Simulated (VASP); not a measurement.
MnSi4C:

```
CELL_PARAMETERS angstrom
3.85994 0.00000 0.00000
0.00000 3.85994 0.00000
0.00000 0.00000 4.95472
ATOMIC_POSITIONS crystal
Mn 0.50000 0.50000 0.50000
Si 0.00000 0.50000 0.75436
Si 0.50000 0.00000 0.75436
Si 0.00000 0.50000 0.24564
Si 0.50000 0.00000 0.24564
C 0.00000 0.00000 0.00000
```

The cell was generated, and may not be a known phase.

| Quantity | Value |
| --- | --- |
| Program | VASP 6.6.1 |
| Task | relaxation of cell and atoms |
| Functional | PBE |
| Potentials or basis | VASP PAW PBE potentials, release 64 (Mn_pv, Si, C) |
| Cutoff | 600 eV |
| k mesh | 10 × 10 × 8 |
| Occupations | gaussian, width 0.1 eV |
| Spin | no spin polarisation |

At the start: pressure -0.3 GPa; volume 12.30 Å³/atom.

Task: Where does the relaxation end?

Result: Over 7 steps the energy falls by 3.2 meV/atom and the volume is 12.28 Å³/atom (-0.2 %); space group P4/mmm (No. 123, to 0.1 Å) before and after.

The path:
| step | energy change (eV) | largest force (eV/Å) | pressure (GPa) | volume (Å³) |
| --- | --- | --- | --- | --- |
| 1 | 0.0000 | 0.3243 | -0.31 | 73.82 |
| 2 | -0.0180 | 0.0285 | 0.30 | 73.57 |
| 3 | -0.0185 | 0.0393 | 0.46 | 73.51 |
| 4 | -0.0185 | 0.0316 | 0.44 | 73.52 |
| 5 | -0.0190 | 0.0021 | -0.43 | 73.87 |
| 6 | -0.0192 | 0.0121 | -0.14 | 73.75 |
| 7 | -0.0193 | 0.0001 | 0.01 | 73.68 |

Final structure:
```
CELL_PARAMETERS angstrom
3.83545 0.00000 0.00000
0.00000 3.83545 0.00000
0.00000 0.00000 5.00837
ATOMIC_POSITIONS crystal
Mn 0.50000 0.50000 0.50000
Si 0.00000 0.50000 0.75079
Si 0.50000 0.00000 0.75079
Si 0.00000 0.50000 0.24921
Si 0.50000 0.00000 0.24921
C 0.00000 0.00000 0.00000
```

Caveat: the run has no spin polarisation, though such a crystal can be magnetic.
